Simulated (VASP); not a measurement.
# Si (Im-3m) in VASP: settings compared

The runs below take Si through single point, with PBE, r2SCAN.

Everything below comes from runs of VASP 6.6.1. Logs are shortened: lines on timing, memory, paths and dates and some standing lists are left out, and cuts for length are marked.

## Step 1: The cell of the first run

Symmetry: Im-3m, No. 229, cubic system. Conventional cell: a = 2.525 Å, b = 2.525 Å, c = 2.525 Å, α = 90.00°, β = 90.00°, γ = 90.00°. Si (site symmetry m-3m) has 14 Si at 2.19 to 2.53 Å within 2.9 Å.

## Step 2: Single point, PBE

Input file INCAR:

```
ALGO = Normal
EDIFF = 1E-6
ENCUT = 500
GGA = PE
GGA_COMPAT = F
ISIF = 2
ISMEAR = -1
LASPH = T
LCHARG = F
LREAL = F
LWAVE = F
NBANDS = 8
NELM = 120
PREC = Accurate
SIGMA = 0.05
```

Input file KPOINTS:

```
Automatic mesh
0
Gamma
  17 17 17
  0.5 0.5 0.5
```

Input file POSCAR:

```
Si
1.0
   -1.2627199212      1.2627199212      1.2627199212
    1.2627199212     -1.2627199212      1.2627199212
    1.2627199212      1.2627199212     -1.2627199212
Si
1
Direct
    0.0000000000      0.0000000000      0.0000000000
```

Potentials or basis: VASP PAW PBE potentials, release 64 (Si).

The run is started by

```bash
$ cat potpaw_PBE.64/Si/POTCAR > POTCAR
$ mpirun -np 1 vasp_std > vasp.out
```

OUTCAR:

```text
EDIFF = 1E-6
   ENCUT = 500
   GGA = PE
   ISIF = 2
   ISMEAR = -1
   LASPH = T
   LREAL = F
   NELM = 120
   PREC = Accurate

 ion  position               nearest neighbor table
   1  0.000  0.000  0.000-

  LATTYP: Found a body centered cubic cell.
 ALAT       =     2.5254398424

  Lattice vectors:

 A1 = (  -1.2627199212,   1.2627199212,   1.2627199212)
 A2 = (   1.2627199212,  -1.2627199212,   1.2627199212)
 A3 = (   1.2627199212,   1.2627199212,  -1.2627199212)

Analysis of symmetry for initial positions (statically):
=====================================================================
 Subroutine PRICEL returns:
 Original cell was already a primitive cell.

 Routine SETGRP: Setting up the symmetry group for a
 body centered cubic supercell.

 Subroutine GETGRP returns: Found 48 space group operations
 (whereof 48 operations were pure point group operations)
 out of a pool of 48 trial point group operations.

The static configuration has the point symmetry O_h .

Analysis of symmetry for dynamics (positions and initial velocities):
=====================================================================
 Subroutine PRICEL returns:
 Original cell was already a primitive cell.

 Routine SETGRP: Setting up the symmetry group for a
 body centered cubic supercell.

 Subroutine GETGRP returns: Found 48 space group operations
 (whereof 48 operations were pure point group operations)
 out of a pool of 48 trial point group operations.

The dynamic configuration has the point symmetry O_h .

 Subroutine INISYM returns: Found 48 space group operations
 (whereof 48 operations are pure point group operations),
 and found     1 'primitive' translations

----------------------------------------------------------------------------------------

                                     Primitive cell

  volume of cell :       8.0534

  direct lattice vectors                    reciprocal lattice vectors
    -1.262719921  1.262719921  1.262719921     0.000000000  0.395970628  0.395970628
     1.262719921 -1.262719921  1.262719921     0.395970628  0.000000000  0.395970628
     1.262719921  1.262719921 -1.262719921     0.395970628  0.395970628  0.000000000

  length of vectors
     2.187095059  2.187095059  2.187095059     0.559987032  0.559987032  0.559987032

  position of ions in fractional coordinates (direct lattice)
[... 71 lines left out ...]
   ISPIN  =      1    spin polarized calculation?
   LNONCOLLINEAR =      F non collinear calculations
   LSORBIT =      F    spin-orbit coupling
   LASPH  =      T    aspherical Exc in radial PAW
   ENCUT  =  500.0 eV  36.75 Ry    6.06 a.u.   3.99  3.99  3.99*2*pi/ulx,y,z
   NELM   =    120;   NELMIN=  2; NELMDL= -5     # of ELM steps
   EDIFF  = 0.1E-05   stopping-criterion for ELM
   LREAL  =      F    real-space projection
   EDIFFG = 0.1E-04   stopping-criterion for IOM
   NSW    =      0    number of steps for IOM
   IBRION =     -1    ionic relax: 0-MD 1-quasi-New 2-CG
   NFREE  =      0    steps in history (QN), initial steepest desc. (CG)
   ISIF   =      2    stress and relaxation
   ISYM   =      2    0-nonsym 1-usesym 2-fastsym
   POTIM  = 0.5000    time-step for ionic-motion
   TEBEG  =    0.0;   TEEND  =   0.0 temperature during run
   PSTRESS=    0.0 pullay stress
   NELECT =       4.0000    total number of electrons
   NUPDOWN=      -1.0000    fix difference up-down
   EMIN   =  10.00;   EMAX   =-10.00  energy-range for DOS
   EFERMI =   0.00;   METHOD = LEGACY
   ISMEAR =    -1;   SIGMA  =   0.05  broadening in eV -4-tet -1-fermi 0-gaus
   EFERMI_NEDOS =   21; number of points for ismear=-14 and -15
   IALGO  =     38    algorithm
   IMIX   =      4    mixing-type and parameters
     AMIX     =   0.40;   BMIX     =  1.00
     AMIX_MAG =   1.60;   BMIX_MAG =  1.00
  volume/ion in A,a.u.               =       8.05        54.35
  Fermi-wavevector in a.u.,A,eV,Ry     =   1.296486  2.450003 22.869702  1.680876
  Thomas-Fermi vector in A             =   2.427939
   LORBIT       =      0    0 simple, 1 ext, 2 COOP (PROOUT), +10 PAW based schemes
   GGA     = PE    functional components
   LHFCALC =     F    Hartree Fock is set to
   AEXX    =    0.0000 exact exchange contribution
   IVDW    =     0    specifies the selected vdW correction
   LEPSILON=     F    determine dielectric tensor
   LRPA    =     F    only Hartree local field effects (RPA)
 non-spin polarized calculation
  energy-cutoff  :      500.00
  volume of cell :        8.05
 maximum number of plane-waves:       236
   NGX =  7   NGY =  7   NGZ =  7

 number of electron       4.0000001 magnetization

 Free energy of the ion-electron system (eV)
  ---------------------------------------------------
  ext. energy  EPLUGINS =         0.00000000
  ---------------------------------------------------
  free energy    TOTEN  =        -2.52109060 eV

  energy without entropy =       -2.51810016  energy(sigma->0) =       -2.51959538

 E-fermi :  19.7966     XC(G=0): -13.7389

 val. band max:       19.7458808719   @ k =   0.2059   0.2059   0.0882
 cond. band min:      19.8383889873   @ k =   0.2647   0.2059   0.0294
 fundamental gap:      0.0925081154
 Fermi energy:        19.7965787047

 k-point     1 :       0.0294    0.0294    0.0294
  band No.  band energies     occupation
      1      -0.8201      2.00000
      2      33.9989      0.00000
      3      33.9989      0.00000
      4      34.4436      0.00000
      5      39.3469      0.00000
      6      39.3469      0.00000
      7      42.1130      0.00000
      8      42.1130      0.00000
[... 243 lines left out ...]
 k-point    24 :      -0.0882    0.1471    0.0294
  band No.  band energies     occupation
      1      -0.1962      2.00000
      2      30.6129      0.00000
      3      31.2134      0.00000
      4      34.8036      0.00000
      5      36.2915      0.00000
      6      38.3196      0.00000
      7      42.5587      0.00000
      8      42.9627      0.00000

 [... further k-points ...]
[... 5 lines left out ...]
  --------------------------------------------------------------------------------------
  -------------------------------------------------------------------------------------
  Total        9.6599345      9.6599345      9.6599345      0.0000000      0.0000000      0.0000000
  in kB     1921.7800328   1921.7800328   1921.7800328      0.0000000      0.0000000      0.0000000
  external PRESSURE =    1921.7800328 kB  Pullay stress =       0.0000000 kB

 VOLUME and BASIS-vectors are now :
 -----------------------------------------------------------------------------
  energy-cutoff  :      500.00
  volume of cell :        8.05
      direct lattice vectors                 reciprocal lattice vectors
    -1.262719921  1.262719921  1.262719921     0.000000000  0.395970628  0.395970628
     1.262719921 -1.262719921  1.262719921     0.395970628  0.000000000  0.395970628
     1.262719921  1.262719921 -1.262719921     0.395970628  0.395970628  0.000000000

 POSITION                                       TOTAL-FORCE (eV/Angst)
 -----------------------------------------------------------------------------------
      0.00000      0.00000      0.00000         0.000000      0.000000      0.000000
 -----------------------------------------------------------------------------------
    total drift:                                0.000000      0.000000      0.000000

  FREE ENERGIE OF THE ION-ELECTRON SYSTEM (eV)
  ---------------------------------------------------
  free  energy   TOTEN  =        -2.5210906040 eV

  energy  without entropy=       -2.5181001574  energy(sigma->0) =       -2.51959538
```

Run time: 2.1 s. Hardware: 1 thread of Intel Xeon 6975P-C (Granite Rapids), shared host; peak memory 0.11 GiB.

What came out:

```
Free energy            : -2.5211 eV
Pressure               : 192.2 GPa
Band gap on the k mesh : zero (band 2 reaches 34.77 eV, above the bottom of band 3 at 15.08 eV)
```

Levels at points of the mesh, in eV from the Fermi level:
```
           k point  band 1  band 2  band 3  band 4  band 5  band 6
(0.50, 0.50, 0.50)   -0.45   -0.45   -0.45   -0.45   -0.45    9.94
```

## Step 3: Single point, PBE

This run uses another cell than the first one, of 6.59 Å³/atom, 0.818 times its volume.

Input file INCAR:

```
PREC     = Accurate       # precision mode
ENCUT    = 500            # plane-wave cutoff, eV
EDIFF    = 1E-6           # SCF threshold, eV
ISMEAR   = -5             # smearing method
SIGMA    = 0.1            # smearing width, eV
LREAL    = F              # projectors in reciprocal space
LASPH    = T              # aspherical terms in the spheres
NELM     = 120            # most SCF steps
ALGO     = Normal         # electronic algorithm
ISIF     = 2              # what is computed and relaxed
LWAVE    = F              # write WAVECAR
LCHARG   = F              # write CHGCAR
GGA      = PE             # functional
NBANDS   = 8              # bands
GGA_COMPAT= F
```

Input file KPOINTS:

```
regular mesh
0
Gamma
  21 21 21
```

Input file POSCAR:

```
Si
1.0
   -1.1810192421      1.1810192421      1.1810192421
    1.1810192421     -1.1810192421      1.1810192421
    1.1810192421      1.1810192421     -1.1810192421
Si
1
Direct
    0.0000000000      0.0000000000      0.0000000000
```

Potentials or basis: VASP PAW PBE potentials, release 64 (Si).

The run is started by

```bash
$ cat potpaw_PBE.64/Si/POTCAR > POTCAR
$ mpirun -np 1 vasp_std > vasp.out
```

OUTCAR:

```text
PREC = Accurate
   ENCUT = 500
   EDIFF = 1E-6
   ISMEAR = -5
   LREAL = F
   LASPH = T
   NELM = 120
   ISIF = 2
   GGA = PE

 ion  position               nearest neighbor table
   1  0.000  0.000  0.000-

  LATTYP: Found a body centered cubic cell.
 ALAT       =     2.3620384842

  Lattice vectors:

 A1 = (  -1.1810192421,   1.1810192421,   1.1810192421)
 A2 = (   1.1810192421,  -1.1810192421,   1.1810192421)
 A3 = (   1.1810192421,   1.1810192421,  -1.1810192421)

[... 435 lines left out ...]
  band No.  band energies     occupation
      1       3.8687      2.00000
      2      28.0904     -0.00464
      3      32.3978      0.00000
      4      37.9787      0.00000
      5      42.0952      0.00000
      6      45.7953      0.00000
      7      50.5436      0.00000
      8      54.3518      0.00000

 [... further k-points ...]
[... 5 lines left out ...]
  --------------------------------------------------------------------------------------
  -------------------------------------------------------------------------------------
  Total       15.9033331     15.9033331     15.9033331     -0.0000000      0.0000000     -0.0000000
  in kB     3866.9434834   3866.9434834   3866.9434834     -0.0000000      0.0000000     -0.0000000
  external PRESSURE =    3866.9434834 kB  Pullay stress =       0.0000000 kB

 VOLUME and BASIS-vectors are now :
 -----------------------------------------------------------------------------
  energy-cutoff  :      500.00
  volume of cell :        6.59
      direct lattice vectors                 reciprocal lattice vectors
    -1.181019242  1.181019242  1.181019242     0.000000000  0.423363128  0.423363128
     1.181019242 -1.181019242  1.181019242     0.423363128  0.000000000  0.423363128
     1.181019242  1.181019242 -1.181019242     0.423363128  0.423363128  0.000000000

 POSITION                                       TOTAL-FORCE (eV/Angst)
 -----------------------------------------------------------------------------------
      0.00000      0.00000      0.00000         0.000000      0.000000      0.000000
 -----------------------------------------------------------------------------------
    total drift:                               -0.000000     -0.000000      0.000000

  FREE ENERGIE OF THE ION-ELECTRON SYSTEM (eV)
  ---------------------------------------------------
  free  energy   TOTEN  =         0.0220544124 eV

  energy  without entropy=        0.0220544124  energy(sigma->0) =        0.02205441
```

OSZICAR:

```text
N       E                     dE             d eps       ncg     rms          rms(c)
DAV:   1     0.151810756382E+01    0.15181E+01   -0.22874E+03  6080   0.397E+02
DAV:   2    -0.138393291382E+00   -0.16565E+01   -0.16235E+01  6528   0.301E+01
DAV:   3    -0.142106064757E+00   -0.37128E-02   -0.37037E-02  5344   0.126E+00
DAV:   4    -0.142106866906E+00   -0.80215E-06   -0.79860E-06  7120   0.176E-02
DAV:   5    -0.142106863446E+00    0.34602E-08   -0.43053E-10  5448   0.690E-05    0.116E+01
DAV:   6    -0.382694419643E-01    0.10384E+00   -0.44045E-03  4824   0.437E-01    0.654E+00
DAV:   7     0.217317772320E-01    0.60001E-01   -0.10566E-02  5240   0.672E-01    0.429E-01
DAV:   8     0.220465540072E-01    0.31478E-03   -0.77010E-05  6608   0.613E-02    0.924E-02
DAV:   9     0.220544098245E-01    0.78558E-05   -0.32859E-06  5360   0.120E-02    0.192E-03
DAV:  10     0.220544123720E-01    0.25475E-08   -0.13651E-08  3784   0.902E-04
   1 F= 0.22054412E-01 E0= 0.22054412E-01  d E =0.000000E+00
```

stdout:

```text
POSCAR found type information on POSCAR Si
 POSCAR found :  1 types and       1 ions
 scaLAPACK will be used
 LDA part: xc-table for (Slater+PW92), standard interpolation
 POSCAR, INCAR and KPOINTS ok, starting setup
 FFT: planning ... GRIDC
 FFT: planning ... GRID_SOFT
 FFT: planning ... GRID
 WAVECAR not read
 entering main loop
 -----------------------------------------------------------------------------
|                                                                             |
|           W    W    AA    RRRRR   N    N  II  N    N   GGGG   !!!           |
|           W    W   A  A   R    R  NN   N  II  NN   N  G    G  !!!           |
|           W    W  A    A  R    R  N N  N  II  N N  N  G       !!!           |
|           W WW W  AAAAAA  RRRRR   N  N N  II  N  N N  G  GGG   !            |
|           WW  WW  A    A  R   R   N   NN  II  N   NN  G    G                |
|           W    W  A    A  R    R  N    N  II  N    N   GGGG   !!!           |
|                                                                             |
|     Tetrahedron method does not include variations of the Fermi             |
|     occupations, so forces and stress will be inaccurate. We suggest        |
|     using a different smearing scheme ISMEAR = 1 or 2 for metals in         |
|     relaxations.                                                            |
|                                                                             |
 -----------------------------------------------------------------------------
```

Run time: 6.3 s. Hardware: 1 thread of Intel Xeon 6975P-C (Granite Rapids), shared host; peak memory 0.13 GiB.

Results:

```yaml
Free_energy: 0.0221 eV
Pressure: 386.7 GPa
Band_gap_on_the_k_mesh: zero (band 2 reaches 41.02 eV, above the bottom of band 3 at 17.89 eV)
```

Levels at points of the mesh, in eV from the Fermi level:
```csv
k point,band 1,band 2,band 3,band 4,band 5,band 6
"(0.00, 0.00, 0.00)",-23.50,16.86,16.86,16.86,22.76,22.76
```

Caveat: tetrahedron occupations give inexact forces and stress in metals.

## Step 4: Single point, r2SCAN

This run uses another cell than the first one, of 6.59 Å³/atom, 0.818 times its volume.

POSCAR is that of step 3.

Input file INCAR.step1:

```
PREC     = Accurate       # precision mode
ENCUT    = 550            # plane-wave cutoff, eV
ISMEAR   = -1             # smearing method
SIGMA    = 0.05           # smearing width, eV
LREAL    = False          # projectors in reciprocal space
LASPH    = True           # aspherical terms in the spheres
NELM     = 120            # most SCF steps
NBANDS   = 8              # bands
GGA      = PE             # functional
ALGO     = Normal         # electronic algorithm
EDIFF    = 1E-5           # SCF threshold, eV
LWAVE    = True           # write WAVECAR
LCHARG   = False          # write CHGCAR
GGA_COMPAT= False
```

Input file INCAR.step2:

```
PREC     = Accurate       # precision mode
ENCUT    = 550            # plane-wave cutoff, eV
EDIFF    = 1E-6           # SCF threshold, eV
ISMEAR   = -1             # smearing method
SIGMA    = 0.05           # smearing width, eV
LREAL    = False          # projectors in reciprocal space
LASPH    = True           # aspherical terms in the spheres
NELM     = 120            # most SCF steps
ALGO     = Normal         # electronic algorithm
ISIF     = 2              # what is computed and relaxed
LWAVE    = False          # write WAVECAR
LCHARG   = True           # write CHGCAR
METAGGA  = R2SCAN         # meta-GGA
LMIXTAU  = True         
LELF     = True           # ELF
LVHAR    = True         
NBANDS   = 8              # bands
ISTART   = 1            
GGA_COMPAT= False
```

Input file KPOINTS:

```
Automatic mesh
0
Gamma
  17 17 17
  0.5 0.5 0.5
```

The run is started by

```bash
$ cat potpaw_PBE.64/Si/POTCAR > POTCAR
$ cp INCAR.step1 INCAR
$ mpirun -np 1 vasp_std > vasp.out
$ cp INCAR.step2 INCAR
$ mpirun -np 1 vasp_std > vasp.out
```

Run time: 6.5 s. Hardware: 1 thread of Intel Xeon 6975P-C (Granite Rapids), shared host; peak memory 0.11 GiB.

Results (log left out):

```yaml
Free_energy: -3.3792 eV
Pressure: 384.6 GPa
Band_gap_on_the_k_mesh: zero (band 2 reaches 41.47 eV, above the bottom of band 3 at 18.21 eV)
```

Levels at points of the mesh, in eV from the Fermi level:
| k point | band 1 | band 2 | band 3 | band 4 | band 5 | band 6 |
| --- | --- | --- | --- | --- | --- | --- |
| (0.50, 0.50, 0.50) | -2.12 | -2.12 | -0.25 | -0.25 | -0.25 | 15.63 |

Caveat: the PAW data sets were made with another functional, which shifts forces and pressure a little.

[end of part 1 of 2]
